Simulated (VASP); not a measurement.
# Sr2Tl3 (Pm-3m) in VASP: notebook

Sr2Tl3 is run at these levels: PBE; tasks: single point, relaxation of cell and atoms.

All numbers are computed with VASP 6.6.1; they aren't measurements. Logs are shortened: lines on timing, memory, paths and dates and some standing lists are left out, and cuts for length are marked.

### 1 The cell of the first run

It takes space group Pm-3m (No. 221, cubic). Conventional cell: a = 6.139 Å, b = 6.139 Å, c = 6.139 Å, α = 90.00°, β = 90.00°, γ = 90.00°. Within 4.0 Å of Sr (site symmetry m-3m) lie 6 Tl at 3.07 Å. Within 5.7 Å of Sr (site symmetry m-3m) lie 12 Tl at 4.34 Å and 8 Sr at 5.32 Å. Within 4.0 Å of Tl (site symmetry 4/mmm) lie 2 Sr at 3.07 Å.

The cell was generated, and may not be a known phase.

### 2 Single point, PBE

File INCAR:

```
SYSTEM = Sr2Tl3
ALGO = Fast
EDIFF = 1E-6
ENCUT = 520
GGA = PE
ISIF = 2
ISMEAR = 0
LASPH = .TRUE.
LCHARG = .FALSE.
LREAL = .FALSE.
LWAVE = .FALSE.
NBANDS = 38
NELM = 100
PREC = Accurate
SIGMA = 0.1
```

File KPOINTS:

```
k-points
0
G
  6 6 6
  0 0 0
```

File POSCAR:

```
Sr2Tl3
1.0
    6.1389199776      0.0000000000      0.0000000000
    0.0000000000      6.1389199776      0.0000000000
    0.0000000000      0.0000000000      6.1389199776
Sr Tl
2 3
Direct
    0.5000000000      0.5000000000      0.5000000000
    0.0000000000      0.0000000000      0.0000000000
    0.0000000000      0.5000000000      0.5000000000
    0.5000000000      0.0000000000      0.5000000000
    0.5000000000      0.5000000000      0.0000000000
```

Potentials or basis: VASP PAW PBE potentials, release 64 (Sr_sv, Tl_d).

Run with:

```bash
> cat potpaw_PBE.64/Sr_sv/POTCAR potpaw_PBE.64/Tl_d/POTCAR > POTCAR
> mpirun -np 1 vasp_std > vasp.out
```

OUTCAR:

```text
SYSTEM = Sr2Tl3
   EDIFF = 1E-6
   ENCUT = 520
   GGA = PE
   ISIF = 2
   ISMEAR = 0
   LASPH = .TRUE.
   LREAL = .FALSE.
   NELM = 100
   PREC = Accurate

 ion  position               nearest neighbor table
   1  0.500  0.500  0.500-   3 3.07   4 3.07   5 3.07   5 3.07   4 3.07   3 3.07
   2  0.000  0.000  0.000-   3 4.34   4 4.34   5 4.34   3 4.34   4 4.34   3 4.34   5 4.34   3 4.34
                             4 4.34   5 4.34   4 4.34   5 4.34
   3  0.000  0.500  0.500-   1 3.07   1 3.07   2 4.34   2 4.34   2 4.34   2 4.34
   4  0.500  0.000  0.500-   1 3.07   1 3.07   2 4.34   2 4.34   2 4.34   2 4.34
   5  0.500  0.500  0.000-   1 3.07   1 3.07   2 4.34   2 4.34   2 4.34   2 4.34

  LATTYP: Found a simple cubic cell.
 ALAT       =     6.1389199776

  Lattice vectors:

 A1 = (   6.1389199776,   0.0000000000,   0.0000000000)
 A2 = (   0.0000000000,   6.1389199776,   0.0000000000)
 A3 = (   0.0000000000,   0.0000000000,   6.1389199776)

Analysis of symmetry for initial positions (statically):
=====================================================================
 Subroutine PRICEL returns:
 Original cell was already a primitive cell.

 Routine SETGRP: Setting up the symmetry group for a
 simple cubic supercell.

 Subroutine GETGRP returns: Found 48 space group operations
 (whereof 48 operations were pure point group operations)
 out of a pool of 48 trial point group operations.

The static configuration has the point symmetry O_h .

Analysis of symmetry for dynamics (positions and initial velocities):
=====================================================================
 Subroutine PRICEL returns:
 Original cell was already a primitive cell.

 Routine SETGRP: Setting up the symmetry group for a
 simple cubic supercell.

 Subroutine GETGRP returns: Found 48 space group operations
 (whereof 48 operations were pure point group operations)
 out of a pool of 48 trial point group operations.

The dynamic configuration has the point symmetry O_h .

 Subroutine INISYM returns: Found 48 space group operations
 (whereof 48 operations are pure point group operations),
 and found     1 'primitive' translations

----------------------------------------------------------------------------------------

                                     Primitive cell

  volume of cell :     231.3534

  direct lattice vectors                    reciprocal lattice vectors
     6.138919978  0.000000000  0.000000000     0.162895103  0.000000000  0.000000000
     0.000000000  6.138919978  0.000000000     0.000000000  0.162895103  0.000000000
     0.000000000  0.000000000  6.138919978     0.000000000  0.000000000  0.162895103

  length of vectors
     6.138919978  6.138919978  6.138919978     0.162895103  0.162895103  0.162895103

  position of ions in fractional coordinates (direct lattice)
     0.500000000  0.500000000  0.500000000
     0.000000000  0.000000000  0.000000000
     0.000000000  0.500000000  0.500000000
     0.500000000  0.000000000  0.500000000
     0.500000000  0.500000000  0.000000000

  ion indices of the primitive-cell ions
   primitive index   ion index
                 1           1
                 2           2
                 3           3
                 4           4
                 5           5

----------------------------------------------------------------------------------------

 KPOINTS: k-points

Automatic generation of k-mesh.
 Grid dimensions read from file:
 generate k-points for:    6    6    6

 Generating k-lattice:

  Cartesian coordinates                     Fractional coordinates (reciprocal lattice)
     0.027149184  0.000000000  0.000000000     0.166666667  0.000000000  0.000000000
     0.000000000  0.027149184  0.000000000     0.000000000  0.166666667  0.000000000
     0.000000000  0.000000000  0.027149184     0.000000000  0.000000000  0.166666667

  Length of vectors
     0.027149184  0.027149184  0.027149184

  Shift w.r.t. Gamma in fractional coordinates (k-lattice)
     0.000000000  0.000000000  0.000000000

 Subroutine IBZKPT returns following result:
 ===========================================

 Found     20 irreducible k-points:

 Following reciprocal coordinates:
            Coordinates               Weight
  0.000000  0.000000  0.000000      1.000000
  0.166667  0.000000  0.000000      6.000000
  0.333333  0.000000  0.000000      6.000000
  0.500000  0.000000  0.000000      3.000000
  0.166667  0.166667  0.000000     12.000000
  0.333333  0.166667  0.000000     24.000000
[... 12 lines left out ...]
  0.500000  0.500000  0.333333      6.000000
  0.500000  0.500000  0.500000      1.000000
   k-points           NKPTS =     20   k-points in BZ     NKDIM =     20   number of bands    NBANDS=     38
   number of dos      NEDOS =    301   number of ions     NIONS =      5
   total plane-waves  NPLWV = 110592
   dimension x,y,z NGX =    48 NGY =   48 NGZ =   48
   dimension x,y,z NGXF=    96 NGYF=   96 NGZF=   96
   ions per type =               2   3
   NGX,Y,Z   is equivalent  to a cutoff of  13.00, 13.00, 13.00 a.u.
   NGXF,Y,Z  is equivalent  to a cutoff of  26.00, 26.00, 26.00 a.u.
 SYSTEM =  Sr2Tl3
   PREC   = accura    normal or accurate (medium, high low for compatibility)
   ISTART =      0    job   : 0-new  1-cont  2-samecut
   ICHARG =      2    charge: 1-file 2-atom 10-const
   ISPIN  =      1    spin polarized calculation?
   LNONCOLLINEAR =      F non collinear calculations
   LSORBIT =      F    spin-orbit coupling
   LASPH  =      T    aspherical Exc in radial PAW
   ENCUT  =  520.0 eV  38.22 Ry    6.18 a.u.  11.41 11.41 11.41*2*pi/ulx,y,z
   NELM   =    100;   NELMIN=  2; NELMDL= -5     # of ELM steps
   EDIFF  = 0.1E-05   stopping-criterion for ELM
   LREAL  =      F    real-space projection
   EDIFFG = 0.1E-04   stopping-criterion for IOM
   NSW    =      0    number of steps for IOM
   IBRION =     -1    ionic relax: 0-MD 1-quasi-New 2-CG
   NFREE  =      0    steps in history (QN), initial steepest desc. (CG)
   ISIF   =      2    stress and relaxation
   ISYM   =      2    0-nonsym 1-usesym 2-fastsym
   POTIM  = 0.5000    time-step for ionic-motion
   TEBEG  =    0.0;   TEEND  =   0.0 temperature during run
   PSTRESS=    0.0 pullay stress
   NELECT =      59.0000    total number of electrons
   NUPDOWN=      -1.0000    fix difference up-down
   EMIN   =  10.00;   EMAX   =-10.00  energy-range for DOS
   EFERMI =   0.00;   METHOD = LEGACY
   ISMEAR =     0;   SIGMA  =   0.10  broadening in eV -4-tet -1-fermi 0-gaus
   EFERMI_NEDOS =   21; number of points for ismear=-14 and -15
   IALGO  =     68    algorithm
   IMIX   =      4    mixing-type and parameters
     AMIX     =   0.40;   BMIX     =  1.00
     AMIX_MAG =   1.60;   BMIX_MAG =  1.00
  volume/ion in A,a.u.               =      46.27       312.25
  Fermi-wavevector in a.u.,A,eV,Ry     =   1.038166  1.961850 14.664209  1.077789
  Thomas-Fermi vector in A             =   2.172638
   LORBIT       =      0    0 simple, 1 ext, 2 COOP (PROOUT), +10 PAW based schemes
   GGA     = PE    functional components
   LHFCALC =     F    Hartree Fock is set to
   AEXX    =    0.0000 exact exchange contribution
   IVDW    =     0    specifies the selected vdW correction
   LEPSILON=     F    determine dielectric tensor
   LRPA    =     F    only Hartree local field effects (RPA)
 non-spin polarized calculation
 RMM-DIIS sequential band-by-band and
 Gauss-broadening in eV      SIGMA  =   0.10
  energy-cutoff  :      520.00
  volume of cell :      231.35
 maximum number of plane-waves:      6302
 NGX is ok and might be reduce to    48
   NGX = 23   NGY = 23   NGZ = 23

 number of electron      59.0000002 magnetization

 Free energy of the ion-electron system (eV)
  ---------------------------------------------------
  ext. energy  EPLUGINS =         0.00000000
  ---------------------------------------------------
  free energy    TOTEN  =        -8.84694680 eV

  energy without entropy =       -8.82833322  energy(sigma->0) =       -8.83764001

 E-fermi :   2.4570     XC(G=0):  -7.8562

 val. band max:        2.4164600155   @ k =   0.5000   0.1667   0.1667
 cond. band min:       2.4712963244   @ k =   0.5000   0.3333   0.0000
 fundamental gap:      0.0548363090
 Fermi energy:         2.4570172397

 k-point     1 :       0.0000    0.0000    0.0000
  band No.  band energies     occupation
      1     -34.9348      2.00000
      2     -33.1781      2.00000
      3     -16.8429      2.00000
      4     -16.8429      2.00000
      5     -16.8429      2.00000
      6     -15.3241      2.00000
[... 30 lines left out ...]
     37       4.5161      0.00000
     38       4.5161      0.00000

 k-point     2 :       0.1667    0.0000    0.0000
  band No.  band energies     occupation
      1     -34.9348      2.00000
      2     -33.1779      2.00000
      3     -16.8432      2.00000
      4     -16.8429      2.00000
      5     -16.8429      2.00000
      6     -15.3403      2.00000
[... 30 lines left out ...]
     37       5.3633      0.00000
     38       5.3647      0.00000

 k-point     3 :       0.3333    0.0000    0.0000
  band No.  band energies     occupation
      1     -34.9348      2.00000
      2     -33.1776      2.00000
      3     -16.8438      2.00000
      4     -16.8429      2.00000
      5     -16.8429      2.00000
      6     -15.3722      2.00000
[... 30 lines left out ...]
     37       5.1628      0.00000
     38       5.4383      0.00000

 k-point     4 :       0.5000    0.0000    0.0000
  band No.  band energies     occupation
      1     -34.9348      2.00000
      2     -33.1774      2.00000
      3     -16.8442      2.00000
      4     -16.8429      2.00000
      5     -16.8429      2.00000
      6     -15.3879      2.00000
[... 30 lines left out ...]
     37       5.3041      0.00000
     38       5.3601      0.00000
[... 539 lines left out ...]
      4     -16.8436      2.00000
      5     -16.8436      2.00000
      6     -15.3909      2.00000
[... 30 lines left out ...]
     37       5.2501      0.00000
     38       5.2707      0.00000

 k-point    19 :       0.5000    0.5000    0.3333
  band No.  band energies     occupation
      1     -34.9348      2.00000
      2     -33.1762      2.00000
      3     -16.8438      2.00000
      4     -16.8438      2.00000
      5     -16.8436      2.00000
      6     -15.3914      2.00000
[... 30 lines left out ...]
     37       5.2451      0.00000
     38       5.2787      0.00000

 k-point    20 :       0.5000    0.5000    0.5000
  band No.  band energies     occupation
      1     -34.9348      2.00000
      2     -33.1760      2.00000
      3     -16.8438      2.00000
      4     -16.8438      2.00000
      5     -16.8438      2.00000
      6     -15.3919      2.00000
[... 30 lines left out ...]
     37       6.3782      0.00000
     38       6.5377      0.00000

------------------------ aborting loop because EDIFF is reached ----------------------------------------

  FORCE on cell =-STRESS in cart. coord.  units (eV):
  Direction    XX          YY          ZZ          XY          YZ          ZX
  --------------------------------------------------------------------------------------
  -------------------------------------------------------------------------------------
  Total        0.0007642      0.0007642      0.0007642      0.0000000      0.0000000     -0.0000000
  in kB        0.0052920      0.0052920      0.0052920      0.0000000      0.0000000     -0.0000000
  external PRESSURE =       0.0052920 kB  Pullay stress =       0.0000000 kB

 VOLUME and BASIS-vectors are now :
 -----------------------------------------------------------------------------
  energy-cutoff  :      520.00
  volume of cell :      231.35
      direct lattice vectors                 reciprocal lattice vectors
     6.138919978  0.000000000  0.000000000     0.162895103  0.000000000  0.000000000
     0.000000000  6.138919978  0.000000000     0.000000000  0.162895103  0.000000000
     0.000000000  0.000000000  6.138919978     0.000000000  0.000000000  0.162895103

 POSITION                                       TOTAL-FORCE (eV/Angst)
 -----------------------------------------------------------------------------------
      3.06946      3.06946      3.06946         0.000000      0.000000      0.000000
      0.00000      0.00000      0.00000         0.000000      0.000000      0.000000
      0.00000      3.06946      3.06946         0.000000      0.000000      0.000000
      3.06946      0.00000      3.06946         0.000000      0.000000      0.000000
      3.06946      3.06946      0.00000         0.000000      0.000000      0.000000
 -----------------------------------------------------------------------------------
    total drift:                                0.000000      0.000000     -0.000000

  FREE ENERGIE OF THE ION-ELECTRON SYSTEM (eV)
  ---------------------------------------------------
  free  energy   TOTEN  =        -8.8469468050 eV

  energy  without entropy=       -8.8283332170  energy(sigma->0) =       -8.83764001
```

Wall time 5.7 min (1 thread of Oxide Virtual Turin-like, shared host); peak memory 0.38 GiB.

Results:

```
Free energy            : -8.8469 eV
Pressure               : 0.0 GPa
Band gap on the k mesh : zero (an odd number of electrons rules out a gap without spin polarisation)
```

Caveat: spin-orbit coupling is left out, which moves the levels of the heavy elements.

### 3 Relaxation of cell and atoms, PBE

This run uses another cell than the first one, of 23.80 Å³/atom.

File INCAR:

```
  PREC = Accurate
  ENCUT = 600
  EDIFF = 1E-6
  ISMEAR = 0
  SIGMA = 0.1
  LREAL = F
  LASPH = T
  NELM = 80
  ALGO = Normal
  ISIF = 3
  LWAVE = F
  LCHARG = F
  GGA = PE
  IBRION = 2
  NSW = 90
  EDIFFG = -0.04
```

File KPOINTS:

```
Automatic mesh
0
Gamma
  4 4 4
```

POSCAR, as its differences from that of step 2:

```diff
@@ -2,5 +2,5 @@
 1.0
-    6.1389199776      0.0000000000      0.0000000000
-    0.0000000000      6.1389199776      0.0000000000
-    0.0000000000      0.0000000000      6.1389199776
+    4.9186128800      0.0000000000      0.0000000000
+    0.0000000000      4.9186128800      0.0000000000
+    0.0000000000      0.0000000000      4.9186128800
 Sr Tl
```

Potentials or basis: VASP PAW PBE potentials, release 64 (Sr_sv, Tl_d).

Run with:

```bash
> cat potpaw_PBE.64/Sr_sv/POTCAR potpaw_PBE.64/Tl_d/POTCAR > POTCAR
> mpirun -np 1 vasp_std > vasp.out
```

Run time: 5 min. Hardware: 1 thread of Oxide Virtual Turin-like, shared host; peak memory 0.22 GiB.

It converged, with:

```
Free energy                           : -8.7521 eV
Relaxed volume                        : 47.00 Å³/atom
Relaxed cell                          : a = 6.171 Å, b = 6.171 Å, c = 6.171 Å, α = 90.00°, β = 90.00°, γ = 90.00°
Space group after relaxing (to 0.1 Å) : Pm-3m (No. 221)
Energy gained by relaxing             : 1574.2 meV/atom
Ionic steps                           : 4
Pressure after relaxing               : -0.1 GPa
Band gap on the k mesh                : zero (an odd number of electrons rules out a gap without spin polarisation)
```

The path:
```
step  energy change (eV)  largest force (eV/Å)  pressure (GPa)  volume (Å³)
   1              0.0000                0.0000           42.27       118.99
   2             -7.7421                0.0000           -1.31       263.18
   3             -7.7992                0.0000            1.30       213.82
   4             -7.8710                0.0000           -0.08       235.02
```

Final structure:
```
Sr Tl
1.0
     6.17119    0.00000    0.00000
     0.00000    6.17119    0.00000
     0.00000    0.00000    6.17119
Sr Tl
2 3
Cartesian
  3.0856 3.0856 3.0856
  0.0000 0.0000 0.0000
  0.0000 3.0856 3.0856
  3.0856 0.0000 3.0856
  3.0856 3.0856 0.0000
```

Levels at points of the mesh, in eV from the Fermi level:
```tsv
k point	band 26	band 27	band 28	band 29	band 30	band 31	band 32	band 33	band 34	band 35
(0.00, 0.00, 0.00)	-5.71	-0.54	-0.54	-0.54	0.90	2.02	2.02	2.03	2.03	2.03
(0.50, 0.00, 0.00)	-5.67	-0.61	-0.20	-0.15	-0.15	0.27	0.27	0.42	2.40	2.84
(0.50, 0.50, 0.00)	-5.87	-1.85	-1.01	0.09	0.09	0.55	0.55	0.61	1.22	2.08
(0.50, 0.50, 0.50)	-5.81	-1.92	-1.33	-1.33	-1.33	0.62	0.62	0.64	2.65	2.65
```

Caveat: the volume moved by over 15 % at a fixed basis, so the end points are rough; spin-orbit coupling is left out, which moves the levels of the heavy elements.

### 4 Relaxation of cell and atoms, PBE

This run uses another cell than the first one, of 45.76 Å³/atom.

File INCAR:

```
SYSTEM = Sr2Tl3
PREC = Accurate ; ENCUT = 600
EDIFF = 1E-6 ; ISMEAR = 0
SIGMA = 0.1 ; LREAL = .FALSE.
LASPH = .TRUE. ; NELM = 80
ALGO = Fast ; ISIF = 3
LWAVE = .FALSE. ; LCHARG = .FALSE.
GGA = PE ; IBRION = 2
NSW = 100 ; EDIFFG = -0.01
```

File KPOINTS:

```
Automatic mesh
0
G
  6 6 6
  0 0 0
```

POSCAR, as its differences from that of step 3:

```diff
@@ -2,5 +2,5 @@
 1.0
-    4.9186128800      0.0000000000      0.0000000000
-    0.0000000000      4.9186128800      0.0000000000
-    0.0000000000      0.0000000000      4.9186128800
+    6.1160304911      0.0000000000      0.0000000000
+    0.0000000000      6.1160304911      0.0000000000
+    0.0000000000      0.0000000000      6.1160304911
 Sr Tl
```

Run with:

```bash
> cat potpaw_PBE.64/Sr_sv/POTCAR potpaw_PBE.64/Tl_d/POTCAR > POTCAR
> mpirun -np 1 vasp_std > vasp.out
```

It took 17 min on 1 thread of Oxide Virtual Turin-like, shared host; peak memory 0.44 GiB.

Results (log left out):

- Free energy: -8.8467 eV
- Relaxed volume: 46.31 Å³/atom
- Relaxed cell: a = 6.141 Å, b = 6.141 Å, c = 6.141 Å, α = 90.00°, β = 90.00°, γ = 90.00°
- Space group after relaxing (to 0.1 Å): Pm-3m (No. 221)
- Energy gained by relaxing: 0.3 meV/atom
- Ionic steps: 3
- Pressure after relaxing: 0.0 GPa
- Band gap on the k mesh: zero (an odd number of electrons rules out a gap without spin polarisation)

The path:
| step | energy change (eV) | largest force (eV/Å) | pressure (GPa) | volume (Å³) |
| --- | --- | --- | --- | --- |
| 1 | 0.0000 | 0.0000 | 0.18 | 228.78 |
| 2 | -0.0014 | 0.0000 | 0.07 | 230.51 |
| 3 | -0.0017 | 0.0000 | 0.01 | 231.56 |

Final structure:
```cif
data_structure
_symmetry_space_group_name_H-M 'P 1'
_symmetry_Int_Tables_number 1
_cell_length_a 6.1407
_cell_length_b 6.1407
_cell_length_c 6.1407
_cell_angle_alpha 90.000
_cell_angle_beta 90.000
_cell_angle_gamma 90.000
_cell_volume 231.56
loop_
_atom_site_label
_atom_site_type_symbol
_atom_site_fract_x
_atom_site_fract_y
_atom_site_fract_z
_atom_site_occupancy
Sr1 Sr 0.50000 0.50000 0.50000 1
Sr2 Sr 0.00000 0.00000 0.00000 1
Tl1 Tl 0.00000 0.50000 0.50000 1
Tl2 Tl 0.50000 0.00000 0.50000 1
Tl3 Tl 0.50000 0.50000 0.00000 1
```

Levels at points of the mesh, in eV from the Fermi level:
```csv
k point,band 27,band 28,band 29,band 30,band 31,band 32
"(0.00, 0.00, 0.00)",-0.54,-0.54,-0.54,0.97,2.05,2.05
"(0.50, 0.00, 0.00)",-0.58,-0.20,-0.14,-0.14,0.27,0.27
"(0.50, 0.50, 0.00)",-1.87,-1.01,0.09,0.09,0.57,0.57
"(0.50, 0.50, 0.50)",-1.92,-1.35,-1.35,-1.35,0.61,0.61
```

Caveat: spin-orbit coupling is left out, which moves the levels of the heavy elements.

### 5 Overview

| task | cell | k mesh | cutoff (eV) | gap on the mesh (eV) | pressure (GPa) | relaxed volume (Å³/atom) |
| --- | --- | --- | --- | --- | --- | --- |
| single point | a = 6.139 Å, 5 atoms | 6 × 6 × 6 | 520 | none | 0.0 | - |
| relaxation of cell and atoms | relaxed from a = 4.919 Å, 5 atoms | 4 × 4 × 4 | 600 | none | -0.1 | 47.00 |
| relaxation of cell and atoms | relaxed from a = 6.116 Å, 5 atoms | 6 × 6 × 6 | 600 | none | 0.0 | 46.31 |

Alike in all rows: level PBE; potentials or basis VASP PAW PBE potentials, release 64 (Sr_sv, Tl_d); no spin polarisation; smearing gaussian 0.1 eV.

Caveats: spin-orbit coupling is left out, which moves the levels of the heavy elements; the volume moved by over 15 % at a fixed basis, so the end points are rough (at least some runs).

Absolute energies hang on the potentials; compare differences alone.

The gap in the log of VASP goes by the Fermi energy; the results here count the filled bands.